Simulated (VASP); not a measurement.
# InP3 (R-3m) in VASP: a series of runs

InP3 is run at these levels: PBEsol; tasks: single point.

All numbers are computed with VASP 6.6.1; they aren't measurements. Logs are shortened: lines on timing, memory, paths and dates and some standing lists are left out, and cuts for length are marked.

**1. The cell of the first run**

Symmetry: R-3m, No. 166, trigonal system. Conventional cell: a = 7.430 Å, b = 7.430 Å, c = 9.445 Å, α = 90.00°, β = 90.00°, γ = 120.00°. In (site symmetry 3m) has 6 P at 2.62 to 2.80 Å within 3.5 Å. P (site symmetry m) has 2 P at 2.19 Å and 2 In at 2.62 to 2.80 Å within 2.9 Å.

**2. Single point, PBEsol (strain +0.000 along x and y, -0.040 along z)**

File INCAR:

```
PREC = Accurate
ENCUT = 520
EDIFF = 1E-7
ISMEAR = 0
SIGMA = 0.15
LREAL = False
LASPH = True
NELM = 60
ALGO = Normal
ISIF = 2
LWAVE = False
LCHARG = True
GGA = PS
LELF = True
LVHAR = True
NBANDS = 38
```

File KPOINTS:

```
Automatic mesh
0
Gamma
  6 6 6
```

File POSCAR:

```
InP3
1.0
    3.7149867798      2.1448486173      3.1482012300
   -3.7149867798      2.1448486173      3.1482012300
    0.0000000000     -4.2896972347      3.1482012299
In P
2 6
Direct
    0.2732789115      0.2732789115      0.2732789115
    0.7267210885      0.7267210885      0.7267210885
    0.7947108827      0.2411926280      0.7947108827
    0.7947108827      0.7947108827      0.2411926280
    0.2411926280      0.7947108827      0.7947108827
    0.2052891173      0.7588073720      0.2052891173
    0.7588073720      0.2052891173      0.2052891173
    0.2052891173      0.2052891173      0.7588073720
```

Potentials or basis: VASP PAW PBE potentials, release 64 (In_d, P).

The run is started by

```bash
$ cat potpaw_PBE.64/In_d/POTCAR potpaw_PBE.64/P/POTCAR > POTCAR
$ mpirun -np 1 vasp_std > vasp.out
```

OUTCAR:

```text
PREC = Accurate
   ENCUT = 520
   EDIFF = 1E-7
   ISMEAR = 0
   LREAL = False
   LASPH = True
   NELM = 60
   ISIF = 2
   GGA = PS

 ion  position               nearest neighbor table
   1  0.273  0.273  0.273-   8 2.62   7 2.62   6 2.62   8 2.80   6 2.80   7 2.80
   2  0.727  0.727  0.727-   4 2.62   3 2.62   5 2.62   4 2.80   5 2.80   3 2.80
   3  0.795  0.241  0.795-   7 2.19   8 2.19   2 2.62   2 2.80
   4  0.795  0.795  0.241-   6 2.19   7 2.19   2 2.62   2 2.80
   5  0.241  0.795  0.795-   6 2.19   8 2.19   2 2.62   2 2.80
   6  0.205  0.759  0.205-   5 2.19   4 2.19   1 2.62   1 2.80
   7  0.759  0.205  0.205-   3 2.19   4 2.19   1 2.62   1 2.80
   8  0.205  0.205  0.759-   3 2.19   5 2.19   1 2.62   1 2.80

  LATTYP: Found a trigonal (rhomboedric) cell.
 ALAT       =     5.3209654528
 COS(alpha) =     0.0250919365

  Lattice vectors:

 A1 = (   3.7149867798,   2.1448486173,   3.1482012300)
 A2 = (  -3.7149867798,   2.1448486173,   3.1482012300)
 A3 = (   0.0000000000,  -4.2896972347,   3.1482012299)

Analysis of symmetry for initial positions (statically):
=====================================================================
 Subroutine PRICEL returns:
 Original cell was already a primitive cell.

 Routine SETGRP: Setting up the symmetry group for a
 trigonal (rhombohedral) supercell.

 Subroutine GETGRP returns: Found 12 space group operations
 (whereof 12 operations were pure point group operations)
 out of a pool of 12 trial point group operations.

The static configuration has the point symmetry D_3d.

Analysis of symmetry for dynamics (positions and initial velocities):
=====================================================================
 Subroutine PRICEL returns:
 Original cell was already a primitive cell.

 Routine SETGRP: Setting up the symmetry group for a
 trigonal (rhombohedral) supercell.

 Subroutine GETGRP returns: Found 12 space group operations
 (whereof 12 operations were pure point group operations)
 out of a pool of 12 trial point group operations.

The dynamic configuration has the point symmetry D_3d.

 Subroutine INISYM returns: Found 12 space group operations
 (whereof 12 operations are pure point group operations),
[... 108 lines left out ...]
   EDIFF  = 0.1E-06   stopping-criterion for ELM
   LREAL  =      F    real-space projection
   EDIFFG = 0.1E-05   stopping-criterion for IOM
   NSW    =      0    number of steps for IOM
   IBRION =     -1    ionic relax: 0-MD 1-quasi-New 2-CG
   NFREE  =      0    steps in history (QN), initial steepest desc. (CG)
   ISIF   =      2    stress and relaxation
   ISYM   =      2    0-nonsym 1-usesym 2-fastsym
   POTIM  = 0.5000    time-step for ionic-motion
   TEBEG  =    0.0;   TEEND  =   0.0 temperature during run
   PSTRESS=    0.0 pullay stress
   NELECT =      56.0000    total number of electrons
   NUPDOWN=      -1.0000    fix difference up-down
   EMIN   =  10.00;   EMAX   =-10.00  energy-range for DOS
   EFERMI =   0.00;   METHOD = LEGACY
   ISMEAR =     0;   SIGMA  =   0.15  broadening in eV -4-tet -1-fermi 0-gaus
   EFERMI_NEDOS =   21; number of points for ismear=-14 and -15
   IALGO  =     38    algorithm
   IMIX   =      4    mixing-type and parameters
     AMIX     =   0.40;   BMIX     =  1.00
     AMIX_MAG =   1.60;   BMIX_MAG =  1.00
  volume/ion in A,a.u.               =      18.81       126.96
  Fermi-wavevector in a.u.,A,eV,Ry     =   1.177466  2.225088 18.863466  1.386426
  Thomas-Fermi vector in A             =   2.313812
   LORBIT       =      0    0 simple, 1 ext, 2 COOP (PROOUT), +10 PAW based schemes
   GGA     = PS    functional components
   LHFCALC =     F    Hartree Fock is set to
   AEXX    =    0.0000 exact exchange contribution
   IVDW    =     0    specifies the selected vdW correction
   LEPSILON=     F    determine dielectric tensor
   LRPA    =     F    only Hartree local field effects (RPA)
 non-spin polarized calculation
 Gauss-broadening in eV      SIGMA  =   0.15
  energy-cutoff  :      520.00
  volume of cell :      150.51
 maximum number of plane-waves:      4068
   NGX = 19   NGY = 19   NGZ = 19

 number of electron      56.0000031 magnetization

 Free energy of the ion-electron system (eV)
  ---------------------------------------------------
  ext. energy  EPLUGINS =         0.00000000
  ---------------------------------------------------
  free energy    TOTEN  =       -41.25550444 eV

  energy without entropy =      -41.24345420  energy(sigma->0) =      -41.24947932

 E-fermi :   7.3386     XC(G=0): -10.5802

 val. band max:        7.3339429334   @ k =   0.5000   0.5000   0.0000
 cond. band min:       7.3602075008   @ k =   0.5000   0.5000   0.1667
 fundamental gap:      0.0262645674
 Fermi energy:         7.3385554483

 k-point     1 :       0.0000    0.0000    0.0000
  band No.  band energies     occupation
      1      -7.2270      2.00000
      2      -7.2132      2.00000
      3      -7.2132      2.00000
      4      -7.0407      2.00000
      5      -7.0407      2.00000
      6      -6.9479      2.00000
[... 973 lines left out ...]
     37      12.0448      0.00000
     38      12.2426      0.00000

 [... further k-points ...]

------------------------ aborting loop because EDIFF is reached ----------------------------------------

  FORCE on cell =-STRESS in cart. coord.  units (eV):
  Direction    XX          YY          ZZ          XY          YZ          ZX
  --------------------------------------------------------------------------------------
  -------------------------------------------------------------------------------------
  Total        2.1287787      2.1287787      4.4063112      0.0000000     -0.0000000      0.0000000
  in kB       22.6607067     22.6607067     46.9048869      0.0000000     -0.0000000      0.0000000
  external PRESSURE =      30.7421001 kB  Pullay stress =       0.0000000 kB

 VOLUME and BASIS-vectors are now :
 -----------------------------------------------------------------------------
  energy-cutoff  :      520.00
  volume of cell :      150.51
      direct lattice vectors                 reciprocal lattice vectors
     3.714986780  2.144848617  3.148201230     0.134589981  0.077705562  0.105880568
    -3.714986780  2.144848617  3.148201230    -0.134589981  0.077705562  0.105880568
     0.000000000 -4.289697235  3.148201230     0.000000000 -0.155411123  0.105880568

 POSITION                                       TOTAL-FORCE (eV/Angst)
 -----------------------------------------------------------------------------------
      0.00000     -0.00000      2.58101         0.000000     -0.000000      0.087848
      0.00000     -0.00000      6.86359         0.000000      0.000000     -0.087848
      2.05631     -1.18721      5.76314        -0.093106      0.053755     -0.317520
      0.00000      2.37443      5.76314         0.000000     -0.107510     -0.317520
     -2.05631     -1.18721      5.76314         0.093106      0.053755     -0.317520
     -2.05631      1.18721      3.68146         0.093106     -0.053755      0.317520
      2.05631      1.18721      3.68146        -0.093106     -0.053755      0.317520
      0.00000     -2.37443      3.68146         0.000000      0.107510      0.317520
 -----------------------------------------------------------------------------------
    total drift:                               -0.000000      0.000000     -0.000000

  FREE ENERGIE OF THE ION-ELECTRON SYSTEM (eV)
  ---------------------------------------------------
  free  energy   TOTEN  =       -41.2555044422 eV

  energy  without entropy=      -41.2434541981  energy(sigma->0) =      -41.24947932
```

OSZICAR:

```text
N       E                     dE             d eps       ncg     rms          rms(c)
DAV:   1     0.478307157358E+03    0.47831E+03   -0.24387E+04  2432   0.159E+03
DAV:   2     0.252144892496E+02   -0.45309E+03   -0.43523E+03  2452   0.404E+02
DAV:   3    -0.384959131919E+02   -0.63710E+02   -0.61275E+02  3048   0.150E+02
DAV:   4    -0.419079004126E+02   -0.34120E+01   -0.33776E+01  3096   0.324E+01
DAV:   5    -0.420468307580E+02   -0.13893E+00   -0.13877E+00  3756   0.702E+00    0.131E+01
DAV:   6    -0.413448966496E+02    0.70193E+00   -0.13224E+00  3486   0.175E+01    0.764E+00
DAV:   7    -0.412633968041E+02    0.81500E-01   -0.60270E-01  3768   0.610E+00    0.170E+00
DAV:   8    -0.412554231349E+02    0.79737E-02   -0.10368E-01  3746   0.319E+00    0.112E+00
DAV:   9    -0.412555178892E+02   -0.94754E-04   -0.72868E-03  3446   0.564E-01    0.390E-01
DAV:  10    -0.412554923803E+02    0.25509E-04   -0.52954E-04  3898   0.161E-01    0.193E-01
DAV:  11    -0.412555113556E+02   -0.18975E-04   -0.14640E-04  3808   0.104E-01    0.124E-01
DAV:  12    -0.412555037723E+02    0.75833E-05   -0.40223E-05  3242   0.377E-02    0.406E-02
DAV:  13    -0.412555044806E+02   -0.70827E-06   -0.57694E-06  3686   0.109E-02    0.245E-02
DAV:  14    -0.412555043500E+02    0.13055E-06   -0.18219E-06  3492   0.130E-02    0.226E-02
DAV:  15    -0.412555044422E+02   -0.92230E-07   -0.49196E-07  2788   0.751E-03
   1 F= -.41255504E+02 E0= -.41249479E+02  d E =-.120502E-01
```

stdout:

```text
POSCAR found type information on POSCAR InP
 POSCAR found :  2 types and       8 ions
 scaLAPACK will be used
 -----------------------------------------------------------------------------
|                                                                             |
|                                                                             |
|     You enforced a specific xc type in the INCAR file but a different       |
|     I HOPE YOU KNOW WHAT YOU ARE DOING!                                     |
|                                                                             |
 -----------------------------------------------------------------------------

 LDA part: xc-table for (Slater+PW92), standard interpolation
 POSCAR, INCAR and KPOINTS ok, starting setup
 FFT: planning ... GRIDC
 FFT: planning ... GRID_SOFT
 FFT: planning ... GRID
 WAVECAR not read
 entering main loop
```

Run time: 3.1 min. Hardware: 1 thread of Intel Xeon Platinum 8488C (Sapphire Rapids), shared host; peak memory 0.31 GiB.

Results:

- Free energy: -41.2555 eV
- Pressure: 3.1 GPa
- Largest force: 0.335 eV/Å
- Band gap on the k mesh: zero (bands 28 and 29 overlap by 0.47 eV)

Forces on the atoms (eV/Å):
```
In   0.000  0.000  0.088
In   0.000  0.000 -0.088
P   -0.093  0.054 -0.318
P    0.000 -0.108 -0.318
P    0.093  0.054 -0.318
P    0.093 -0.054  0.318
P   -0.093 -0.054  0.318
P    0.000  0.108  0.318
```

Caveat: the cell differs from its parent crystal (strain +0.000 along x and y, -0.040 along z); the cell stands under pressure; semilocal functionals underestimate gaps, so a narrow gap can read as zero; the PAW data sets were made with another functional, which shifts forces and pressure a little; spin-orbit coupling is left out, which moves the levels of the heavy elements.

**3. Single point, PBEsol (strain -0.040 along x and y, +0.040 along z)**

File INCAR:

```
PREC = Accurate ; ENCUT = 520
EDIFF = 1E-6 ; ISMEAR = 0
SIGMA = 0.15 ; LREAL = F
LASPH = T ; NELM = 80
ALGO = Normal ; ISIF = 2
LWAVE = F ; LCHARG = T
GGA = PS ; LELF = T
LVHAR = T ; NBANDS = 38
```

File KPOINTS:

```
regular mesh
0
Gamma
  6 6 6
```

Edit POSCAR of step 2 so:

```diff
@@ -2,5 +2,5 @@
 1.0
-    3.7149867798      2.1448486173      3.1482012300
-   -3.7149867798      2.1448486173      3.1482012300
-    0.0000000000     -4.2896972347      3.1482012299
+    3.5663873086      2.0590546726      3.4105513325
+   -3.5663873086      2.0590546726      3.4105513325
+    0.0000000000     -4.1181093453      3.4105513324
 In P
```

Potentials or basis: VASP PAW PBE potentials, release 64 (In_d, P).

The run is started by

```bash
$ cat potpaw_PBE.64/In_d/POTCAR potpaw_PBE.64/P/POTCAR > POTCAR
$ mpirun -np 1 vasp_std > vasp.out
```

It took 2.8 min on 1 thread of Intel Xeon Platinum 8488C (Sapphire Rapids), shared host; peak memory 0.33 GiB.

The run converged. Its results:

```yaml
Free_energy: -41.0127 eV
Pressure: 5.6 GPa
Largest_force: 0.397 eV/Å
Band_gap_on_the_k_mesh: zero (bands 28 and 29 overlap by 0.65 eV)
```

Forces in eV/Å, atoms in the order of the input:
```
In   0.000  0.000 -0.108
In   0.000  0.000  0.108
P   -0.339  0.196 -0.066
P    0.000 -0.392 -0.066
P    0.339  0.196 -0.066
P    0.339 -0.196  0.066
P   -0.339 -0.196  0.066
P    0.000  0.392  0.066
```

Stress tensor (GPa, compression positive):
```
 8.67  0.00  0.00
 0.00  8.67  0.00
 0.00  0.00 -0.56
```

Levels at points of the mesh, in eV from the Fermi level:
```
           k point  band 24  band 25  band 26  band 27  band 28  band 29  band 30  band 31  band 32  band 33
(0.00, 0.00, 0.00)    -2.48    -2.34    -2.34    -0.75    -0.56    -0.51    -0.51     1.82     2.16     2.16
(0.50, 0.00, 0.00)    -3.22    -2.59    -1.52    -1.35    -1.34     0.25     2.42     2.55     2.79     2.94
(0.50, 0.50, 0.00)    -2.74    -1.78    -1.06    -0.85     0.01     1.33     1.47     1.73     2.35     3.16
(0.50, 0.50, 0.50)    -1.60     0.12     0.12     0.13     0.13     1.17     1.17     1.65     1.70     1.70
```

Caveat: the cell differs from its parent crystal (strain -0.040 along x and y, +0.040 along z); the cell stands under pressure; semilocal functionals underestimate gaps, so a narrow gap can read as zero; the PAW data sets were made with another functional, which shifts forces and pressure a little; spin-orbit coupling is left out, which moves the levels of the heavy elements.
